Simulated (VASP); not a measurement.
# Al: single point with PBE

Al:

```xyz
1
Lattice="0.0000 2.0206 2.0206 2.0206 0.0000 2.0206 2.0206 2.0206 0.0000" Properties=species:S:1:pos:R:3 pbc="T T T"
Al    0.0000    0.0000    0.0000
```

| Quantity | Value |
| --- | --- |
| Program | VASP 6.6.1 |
| Task | single point |
| Functional | PBE |
| Potentials or basis | VASP PAW PBE potentials, release 64 (Al) |
| Cutoff | 500 eV |
| k mesh | 10 × 10 × 10 |
| Occupations | fermi-dirac, width 0.1 eV |
| Spin | no spin polarisation |

The pressure is 0.0 GPa.

Levels at points of the mesh, in eV from the Fermi level:
```
           k point  band 1  band 2  band 3  band 4
(0.00, 0.00, 0.00)  -11.25   12.50   12.50   12.50
(0.50, 0.00, 0.00)   -4.71   -4.50   11.29   11.29
(0.50, 0.50, 0.00)   -3.04   -1.72    5.14    5.48
```

Wall time 8.5 s on 1 thread of Intel Xeon 8259CL (shared host), peak memory 0.13 GiB.
